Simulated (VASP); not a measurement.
# AlGa5N6 (P-3m1) in VASP: further runs, part 2 of 2

VASP 6.6.1. Earlier steps stand in the parts before.

## 4. Single point, PBE

Input file INCAR:

```
SYSTEM = AlGa5N6
PREC = Accurate
ENCUT = 520
EDIFF = 1E-6
ISMEAR = 0
SIGMA = 0.1
LREAL = .FALSE.
LASPH = .TRUE.
NELM = 60
ALGO = Normal
ISIF = 2
LWAVE = .FALSE.
LCHARG = .FALSE.
GGA = PE
NBANDS = 61
```

Input file KPOINTS:

```
regular mesh
0
G
  6 6 1
  0 0 0
```

Input file POSCAR:

```
AlGa5N6
1.0
    3.4224354200      0.0000000000      0.0000000000
   -1.7112177100      2.9639160100      0.0000000000
    0.0000000000      0.0000000000     16.7664408900
Al Ga N
1 5 6
Direct
    0.0000000000      0.0000000000      0.5000000000
    0.6666666700      0.3333333300      0.6666666700
    0.3333333300      0.6666666700      0.8333333300
    0.0000000000      0.0000000000      0.0000000000
    0.6666666700      0.3333333300      0.1666666700
    0.3333333300      0.6666666700      0.3333333300
    0.0000000000      0.0000000000      0.7500000000
    0.6666666700      0.3333333300      0.9166666700
    0.3333333300      0.6666666700      0.0833333300
    0.0000000000      0.0000000000      0.2500000000
    0.6666666700      0.3333333300      0.4166666700
    0.3333333300      0.6666666700      0.5833333300
```

Started as:

```
$ cat potpaw_PBE.64/Al/POTCAR potpaw_PBE.64/Ga_d/POTCAR potpaw_PBE.64/N/POTCAR > POTCAR
$ mpirun -np 1 vasp_std > vasp.out
```

It took 61 s on 1 thread of Intel Xeon 6975P-C (Granite Rapids), shared host; peak memory 0.32 GiB.

It converged, with:

| Item | Value |
| --- | --- |
| Free energy | -61.9415 eV |
| Pressure | -32.9 GPa |
| Largest force | 0.640 eV/Å |
| Band gap on the k mesh | zero (bands 49 and 50 overlap by 0.17 eV) |

Forces in eV/Å, atoms in the order of the input:
```
Al   0.000  0.000  0.000
Ga   0.000  0.000 -0.059
Ga   0.000  0.000  0.004
Ga   0.000  0.000  0.000
Ga   0.000  0.000 -0.004
Ga   0.000  0.000  0.059
N    0.000  0.000 -0.024
N    0.000  0.000 -0.003
N    0.000  0.000  0.003
N    0.000  0.000  0.024
N    0.000  0.000  0.640
N    0.000  0.000 -0.640
```

Stress tensor (GPa, compression positive):
```
-32.85   0.00   0.00
  0.00 -32.85   0.00
  0.00   0.00 -32.93
```

Levels at points of the mesh, in eV from the Fermi level:
| k point | band 46 | band 47 | band 48 | band 49 | band 50 | band 51 | band 52 | band 53 |
| --- | --- | --- | --- | --- | --- | --- | --- | --- |
| (0.00, 0.00, 0.00) | -0.21 | -0.17 | -0.17 | -0.16 | -0.16 | 1.31 | 1.42 | 2.68 |
| (0.50, 0.00, 0.00) | -1.18 | -0.76 | -0.66 | -0.21 | -0.20 | 0.60 | 0.94 | 2.97 |

Caveat: the k points lie up to 0.37 Å⁻¹ apart; semilocal functionals underestimate gaps, so a narrow gap can read as zero.

## 5. Single point, PBE

This run uses another cell than the first one, of 9.50 Å³/atom.

Input file INCAR:

```
SYSTEM = AlGa5N6
  ALGO = Normal
  EDIFF = 1E-6
  ENCUT = 520
  GGA = PE
  ISIF = 2
  ISMEAR = 0
  LASPH = .True.
  LCHARG = .False.
  LREAL = .False.
  LWAVE = .False.
  NBANDS = 61
  NELM = 80
  PREC = Accurate
  SIGMA = 0.1
```

Input file KPOINTS:

```
k-points
0
Gamma
  6 6 2
  0 0 0
```

Input file POSCAR:

```
AlGa5N6
1.0
    2.9942772975      0.0000000000      0.0000000000
   -1.4971386488      2.5931202056      0.0000000000
    0.0000000000      0.0000000000     14.6787847157
Al Ga N
1 5 6
Direct
    0.0000000000      0.0000000000      0.5000000000
    0.6666666667      0.3333333333      0.6635065644
    0.3333333333      0.6666666667      0.8317914480
    0.0000000000      0.0000000000      0.0000000000
    0.6666666667      0.3333333333      0.1682085520
    0.3333333333      0.6666666667      0.3364934356
    0.0000000000      0.0000000000      0.7475601074
    0.6666666667      0.3333333333      0.9158690574
    0.3333333333      0.6666666667      0.0841309426
    0.0000000000      0.0000000000      0.2524398926
    0.6666666667      0.3333333333      0.4219941870
    0.3333333333      0.6666666667      0.5780058130
```

Potentials or basis: VASP PAW PBE potentials, release 64 (Al, Ga_d, N).

Started as:

```
$ cat potpaw_PBE.64/Al/POTCAR potpaw_PBE.64/Ga_d/POTCAR potpaw_PBE.64/N/POTCAR > POTCAR
$ mpirun -np 1 vasp_std > vasp.out
```

OUTCAR:

```text
SYSTEM = AlGa5N6
   EDIFF = 1E-6
   ENCUT = 520
   GGA = PE
   ISIF = 2
   ISMEAR = 0
   LASPH = .True.
   LREAL = .False.
   NELM = 80
   PREC = Accurate

 ion  position               nearest neighbor table
   1  0.000  0.000  0.500-  11 2.07  12 2.07  11 2.07  12 2.07  11 2.07  12 2.07   2 2.96   6 2.96
                             6 2.96   2 2.96   2 2.96   6 2.96
   2  0.667  0.333  0.664-   7 2.12   7 2.12   7 2.12  12 2.14  12 2.14  12 2.14   1 2.96   1 2.96
                             1 2.96
   3  0.333  0.667  0.832-   8 2.12   8 2.12   8 2.12   7 2.13   7 2.13   7 2.13
   4  0.000  0.000  0.000-   8 2.12   9 2.12   8 2.12   9 2.12   8 2.12   9 2.12
   5  0.667  0.333  0.168-   9 2.12   9 2.12   9 2.12  10 2.13  10 2.13  10 2.13
   6  0.333  0.667  0.336-  10 2.12  10 2.12  10 2.12  11 2.14  11 2.14  11 2.14   1 2.96   1 2.96
                             1 2.96
   7  0.000  0.000  0.748-   2 2.12   2 2.12   2 2.12   3 2.13   3 2.13   3 2.13
   8  0.667  0.333  0.916-   3 2.12   3 2.12   3 2.12   4 2.12   4 2.12   4 2.12
   9  0.333  0.667  0.084-   5 2.12   5 2.12   5 2.12   4 2.12   4 2.12   4 2.12
  10  0.000  0.000  0.252-   6 2.12   6 2.12   6 2.12   5 2.13   5 2.13   5 2.13
  11  0.667  0.333  0.422-   1 2.07   1 2.07   1 2.07   6 2.14   6 2.14   6 2.14
  12  0.333  0.667  0.578-   1 2.07   1 2.07   1 2.07   2 2.14   2 2.14   2 2.14

  LATTYP: Found a hexagonal cell.
 ALAT       =     2.9942772975
 C/A-ratio  =     4.9022796679

  Lattice vectors:

 A1 = (   2.9942772975,   0.0000000000,   0.0000000000)
 A2 = (  -1.4971386488,   2.5931202056,   0.0000000000)
 A3 = (   0.0000000000,   0.0000000000,  14.6787847157)

Analysis of symmetry for initial positions (statically):
=====================================================================
 Subroutine PRICEL returns:
 Original cell was already a primitive cell.

 Routine SETGRP: Setting up the symmetry group for a
 hexagonal supercell.

 Subroutine GETGRP returns: Found 12 space group operations
 (whereof 12 operations were pure point group operations)
 out of a pool of 24 trial point group operations.

The static configuration has the point symmetry D_3d.
[... 155 lines left out ...]
  energy-cutoff  :      520.00
  volume of cell :      113.97
 maximum number of plane-waves:      3103
 NGX is ok and might be reduce to    24
   NGX = 11   NGY = 11   NGZ = 55

 number of electron      98.0000049 magnetization

 Free energy of the ion-electron system (eV)
  ---------------------------------------------------
  ext. energy  EPLUGINS =         0.00000000
  ---------------------------------------------------
  free energy    TOTEN  =       -70.38839404 eV

  energy without entropy =      -70.38839404  energy(sigma->0) =      -70.38839404

 E-fermi :   8.3002     XC(G=0): -12.8120

 val. band max:        7.8731358150   @ k =   0.1667   0.0000   0.5000
 cond. band min:       8.7127622644   @ k =   0.5000   0.0000   0.0000
 fundamental gap:      0.8396264494
 Fermi energy:         8.3002236348

 k-point     1 :       0.0000    0.0000    0.0000
  band No.  band energies     occupation
      1      -9.2012      2.00000
      2      -8.6939      2.00000
      3      -8.6518      2.00000
      4      -7.3129      2.00000
      5      -7.2874      2.00000
      6      -6.2617      2.00000
[... 885 lines left out ...]
     60      16.6161      0.00000
     61      16.9160      0.00000

------------------------ aborting loop because EDIFF is reached ----------------------------------------

  FORCE on cell =-STRESS in cart. coord.  units (eV):
  Direction    XX          YY          ZZ          XY          YZ          ZX
  --------------------------------------------------------------------------------------
  -------------------------------------------------------------------------------------
  Total        0.5339306      0.5339306      0.4927316     -0.0000000      0.0000000      0.0000000
  in kB        7.5056902      7.5056902      6.9265381     -0.0000000      0.0000000      0.0000000
  external PRESSURE =       7.3126395 kB  Pullay stress =       0.0000000 kB

 VOLUME and BASIS-vectors are now :
 -----------------------------------------------------------------------------
  energy-cutoff  :      520.00
  volume of cell :      113.97
      direct lattice vectors                 reciprocal lattice vectors
     2.994277298  0.000000000  0.000000000     0.333970404  0.192817903  0.000000000
    -1.497138649  2.593120206  0.000000000     0.000000000  0.385635806  0.000000000
     0.000000000  0.000000000 14.678784716     0.000000000  0.000000000  0.068125531

 POSITION                                       TOTAL-FORCE (eV/Angst)
 -----------------------------------------------------------------------------------
      0.00000      0.00000      7.33939        -0.000000      0.000000      0.000000
      1.49714      0.86437      9.73947        -0.000000      0.000000     -0.000831
     -0.00000      1.72875     12.20969        -0.000000      0.000000      0.001098
      0.00000      0.00000      0.00000        -0.000000      0.000000      0.000000
      1.49714      0.86437      2.46910         0.000000     -0.000000     -0.001098
     -0.00000      1.72875      4.93931        -0.000000     -0.000000      0.000831
      0.00000      0.00000     10.97327        -0.000000      0.000000     -0.002985
      1.49714      0.86437     13.44384        -0.000000     -0.000000      0.000087
     -0.00000      1.72875      1.23494         0.000000      0.000000     -0.000087
      0.00000      0.00000      3.70551         0.000000     -0.000000      0.002985
      1.49714      0.86437      6.19436        -0.000000      0.000000      0.048961
     -0.00000      1.72875      8.48442         0.000000     -0.000000     -0.048961
 -----------------------------------------------------------------------------------
    total drift:                                0.000000      0.000000      0.000000

  FREE ENERGIE OF THE ION-ELECTRON SYSTEM (eV)
  ---------------------------------------------------
  free  energy   TOTEN  =       -70.3883940415 eV

  energy  without entropy=      -70.3883940413  energy(sigma->0) =      -70.38839404
```

stdout:

```text
POSCAR found type information on POSCAR AlGaN
 POSCAR found :  3 types and      12 ions
 scaLAPACK will be used
 LDA part: xc-table for (Slater+PW92), standard interpolation
 POSCAR, INCAR and KPOINTS ok, starting setup
 FFT: planning ... GRIDC
 FFT: planning ... GRID_SOFT
 FFT: planning ... GRID
 WAVECAR not read
 entering main loop
```

Wall time 59 s (1 thread of Intel Xeon 6975P-C (Granite Rapids), shared host); peak memory 0.27 GiB.

Results:

```yaml
Free_energy: -70.3884 eV
Pressure: 0.7 GPa
Largest_force: 0.049 eV/Å
Band_gap_on_the_k_mesh: 0.84 eV (least direct gap 1.09 eV)
```

Forces on the atoms (eV/Å):
```
Al   0.000  0.000  0.000
Ga   0.000  0.000 -0.001
Ga   0.000  0.000  0.001
Ga   0.000  0.000  0.000
Ga   0.000  0.000 -0.001
Ga   0.000  0.000  0.001
N    0.000  0.000 -0.003
N    0.000  0.000  0.000
N    0.000  0.000  0.000
N    0.000  0.000  0.003
N    0.000  0.000  0.049
N    0.000  0.000 -0.049
```

## 6. Relaxation of cell and atoms, PBE

Input file INCAR:

```
SYSTEM = AlGa5N6
PREC = Accurate
ENCUT = 600
EDIFF = 1E-6
ISMEAR = 0
SIGMA = 0.1
LREAL = .FALSE.
LASPH = .TRUE.
NELM = 60
ALGO = Normal
ISIF = 3
LWAVE = .FALSE.
LCHARG = .FALSE.
GGA = PE
IBRION = 2
NSW = 90
EDIFFG = -0.04
```

Input file KPOINTS:

```
regular mesh
0
G
  6 6 1
  0 0 0
```

Input file POSCAR:

```
AlGa5N6
1.0
    3.4224354200      0.0000000000      0.0000000000
   -1.7112177100      2.9639160100      0.0000000000
    0.0000000000      0.0000000000     16.7664408900
Al Ga N
1 5 6
Direct
    0.0000000000      0.0000000000      0.5000000000
    0.6666666700      0.3333333300      0.6666666700
    0.3333333300      0.6666666700      0.8333333300
    0.0000000000      0.0000000000      0.0000000000
    0.6666666700      0.3333333300      0.1666666700
    0.3333333300      0.6666666700      0.3333333300
    0.0000000000      0.0000000000      0.7500000000
    0.6666666700      0.3333333300      0.9166666700
    0.3333333300      0.6666666700      0.0833333300
    0.0000000000      0.0000000000      0.2500000000
    0.6666666700      0.3333333300      0.4166666700
    0.3333333300      0.6666666700      0.5833333300
```

Potentials or basis: VASP PAW PBE potentials, release 64 (Al, Ga_d, N).

Started as:

```
$ cat potpaw_PBE.64/Al/POTCAR potpaw_PBE.64/Ga_d/POTCAR potpaw_PBE.64/N/POTCAR > POTCAR
$ mpirun -np 1 vasp_std > vasp.out
```

It took 9.3 min on 1 thread of Intel Xeon 6975P-C (Granite Rapids), shared host; peak memory 0.38 GiB.

Results (log left out):

| Quantity | Value |
| --- | --- |
| Free energy | -70.4727 eV |
| Relaxed volume | 9.52 Å³/atom |
| Relaxed cell | a = 2.997 Å, b = 2.997 Å, c = 14.691 Å, α = 90.00°, β = 90.00°, γ = 120.00° |
| Space group after relaxing (to 0.1 Å) | P-3m1 (No. 164) |
| Energy gained by relaxing | 710.3 meV/atom |
| Ionic steps | 13 |
| Pressure after relaxing | 0.1 GPa |
| Largest force after relaxing | 0.018 eV/Å |
| Band gap on the k mesh | 0.83 eV (least direct gap 1.07 eV) |

Forces in eV/Å, atoms in the order of the input:
```
Al   0.000  0.000  0.000
Ga   0.000  0.000  0.011
Ga   0.000  0.000  0.000
Ga   0.000  0.000  0.000
Ga   0.000  0.000  0.000
Ga   0.000  0.000 -0.011
N    0.000  0.000 -0.018
N    0.000  0.000  0.014
N    0.000  0.000 -0.014
N    0.000  0.000  0.018
N    0.000  0.000 -0.003
N    0.000  0.000  0.003
```

The path:
| step | energy change (eV) | largest force (eV/Å) | pressure (GPa) | volume (Å³) |
| --- | --- | --- | --- | --- |
| 1 | 0.0000 | 0.6401 | -32.96 | 170.08 |
| 2 | -8.1957 | 0.7634 | 14.44 | 107.93 |
| 3 | -8.4645 | 0.7477 | 0.39 | 114.42 |
| 4 | -8.4574 | 0.7458 | -1.90 | 115.39 |
| 5 | -8.4980 | 0.2545 | -1.79 | 115.27 |
| 6 | -8.5040 | 0.2403 | -1.71 | 115.20 |
| 7 | -8.5112 | 0.1858 | 1.81 | 113.34 |
| 8 | -8.5143 | 0.1844 | 0.67 | 114.00 |
| 9 | -8.5197 | 0.0933 | 0.22 | 114.17 |
| 10 | -8.5208 | 0.1644 | -0.04 | 114.30 |
| 11 | -8.5227 | 0.0968 | -0.18 | 114.37 |
| 12 | -8.5228 | 0.0710 | -0.09 | 114.36 |
| 13 | -8.5232 | 0.0183 | 0.07 | 114.27 |

Final structure:
```
Al Ga N
1.0
     2.99694    0.00000    0.00000
    -1.49847    2.59543    0.00000
     0.00000    0.00000   14.69098
Al Ga N
1 5 6
Direct
  0.00000 0.00000 0.50000
  0.66667 0.33333 0.66339
  0.33333 0.66667 0.83175
  0.00000 0.00000 0.00000
  0.66667 0.33333 0.16825
  0.33333 0.66667 0.33661
  0.00000 0.00000 0.74754
  0.66667 0.33333 0.91580
  0.33333 0.66667 0.08420
  0.00000 0.00000 0.25246
  0.66667 0.33333 0.42219
  0.33333 0.66667 0.57781
```

Levels at points of the mesh, in eV from the valence-band top:
| k point | band 45 | band 46 | band 47 | band 48 | band 49 | band 50 | band 51 | band 52 | band 53 | band 54 |
| --- | --- | --- | --- | --- | --- | --- | --- | --- | --- | --- |
| (0.00, 0.00, 0.00) | -0.30 | -0.17 | -0.17 | -0.11 | -0.11 | 2.33 | 4.06 | 4.36 | 4.80 | 5.07 |
| (0.50, 0.00, 0.00) | -1.98 | -1.21 | -0.99 | -0.25 | -0.24 | 0.83 | 2.52 | 3.13 | 4.74 | 5.43 |

Caveat: the volume moved by over 15 % at a fixed basis, so the end points are rough; an odd mesh through Γ misses points on the zone boundary, where band edges can lie.

## 7. Single point, PBE

This run uses another cell than the first one, of 9.50 Å³/atom.

Input file INCAR:

```
SYSTEM = AlGa5N6
ALGO = Normal
EDIFF = 1E-6
ENCUT = 520
GGA = PE
ISIF = 2
ISMEAR = 0
LASPH = .True.
LCHARG = .False.
LREAL = .False.
LWAVE = .False.
NBANDS = 61
NELM = 100
PREC = Accurate
SIGMA = 0.02
```

Input file KPOINTS:

```
k-points
0
Gamma
  12 12 2
  0 0 0
```

Input file POSCAR:

```
AlGa5N6
1.0
    2.9949125267      0.0000000000      0.0000000000
   -1.4974562633      2.5936703302      0.0000000000
    0.0000000000      0.0000000000     14.6813114091
Al Ga N
1 5 6
Direct
    0.0000000000      0.0000000000      0.5000000000
    0.6666666667      0.3333333333      0.6634878511
    0.3333333333      0.6666666667      0.8317847049
    0.0000000000      0.0000000000      0.0000000000
    0.6666666667      0.3333333333      0.1682152951
    0.3333333333      0.6666666667      0.3365121489
    0.0000000000      0.0000000000      0.7475375694
    0.6666666667      0.3333333333      0.9158691571
    0.3333333333      0.6666666667      0.0841308429
    0.0000000000      0.0000000000      0.2524624306
    0.6666666667      0.3333333333      0.4220020810
    0.3333333333      0.6666666667      0.5779979190
```

Started as:

```
$ cat potpaw_PBE.64/Al/POTCAR potpaw_PBE.64/Ga_d/POTCAR potpaw_PBE.64/N/POTCAR > POTCAR
$ mpirun -np 1 vasp_std > vasp.out
```

It took 2.6 min on 1 thread of Intel Xeon 6975P-C (Granite Rapids), shared host; peak memory 0.36 GiB.

The run converged. Its results:

- Free energy: -70.4231 eV
- Pressure: 0.7 GPa
- Largest force: 0.044 eV/Å
- Band gap on the k mesh: 0.84 eV (least direct gap 1.09 eV)

Forces on the atoms (eV/Å):
```
Al   0.000  0.000  0.000
Ga   0.000  0.000 -0.003
Ga   0.000  0.000  0.000
Ga   0.000  0.000  0.000
Ga   0.000  0.000  0.000
Ga   0.000  0.000  0.003
N    0.000  0.000  0.000
N    0.000  0.000  0.000
N    0.000  0.000  0.000
N    0.000  0.000  0.000
N    0.000  0.000  0.044
N    0.000  0.000 -0.044
```

Levels at points of the mesh, in eV from the valence-band top:
```
           k point  band 45  band 46  band 47  band 48  band 49  band 50  band 51  band 52  band 53  band 54
(0.00, 0.00, 0.00)    -0.31    -0.18    -0.18    -0.12    -0.12     2.35     4.07     4.38     4.80     5.08
(0.50, 0.00, 0.00)    -1.99    -1.21    -1.00    -0.26    -0.25     0.84     2.54     3.15     4.75     5.44
(0.00, 0.00, 0.50)    -0.25    -0.21    -0.21    -0.11    -0.11     2.89     3.29     4.82     4.86     5.05
(0.50, 0.00, 0.50)    -1.72    -0.95    -0.76    -0.63    -0.38     1.21     1.83     4.00     4.50     5.20
```

## 8. Overview

```csv
task,spin,cell,k mesh,cutoff (eV),smearing,gap on the mesh (eV),pressure (GPa),largest force (eV/Å)
single point,"collinear, ferromagnetic start","a = 3.422, b = 3.422, c = 16.766 Å, angles 90.0, 90.0, 120.0°, 12 atoms, atomic positions A",6 × 6 × 1,520,gaussian 0.1 eV,none,-32.8,0.64
single point,off,"a = 2.994, b = 2.994, c = 14.679 Å, angles 90.0, 90.0, 120.0°, 12 atoms, atomic positions B",6 × 6 × 1,520,gaussian 0.1 eV,0.85,0.6,0.05
single point,off,"a = 3.422, b = 3.422, c = 16.766 Å, angles 90.0, 90.0, 120.0°, 12 atoms, atomic positions A",6 × 6 × 1,520,gaussian 0.1 eV,none,-32.9,0.64
single point,off,"a = 2.994, b = 2.994, c = 14.679 Å, angles 90.0, 90.0, 120.0°, 12 atoms, atomic positions B",6 × 6 × 2,520,gaussian 0.1 eV,0.84,0.7,0.05
relaxation of cell and atoms,off,"relaxed from a = 3.422, b = 3.422, c = 16.766 Å, angles 90.0, 90.0, 120.0°, 12 atoms, atomic positions A",6 × 6 × 1,600,gaussian 0.1 eV,0.83,0.1,0.02
single point,off,"a = 2.995, b = 2.995, c = 14.681 Å, angles 90.0, 90.0, 120.0°, 12 atoms, atomic positions B",12 × 12 × 2,520,gaussian 0.02 eV,0.84,0.7,0.04
```

Alike in all rows: level PBE; potentials or basis VASP PAW PBE potentials, release 64 (Al, Ga_d, N).

Caveats: some runs use coarse meshes; semilocal functionals underestimate gaps, so a narrow gap can read as zero (at least some runs); an odd mesh through Γ misses points on the zone boundary, where band edges can lie (at least some runs); the volume moved by over 15 % at a fixed basis, so the end points are rough (at least some runs).

Absolute energies hang on the potentials; compare differences alone.
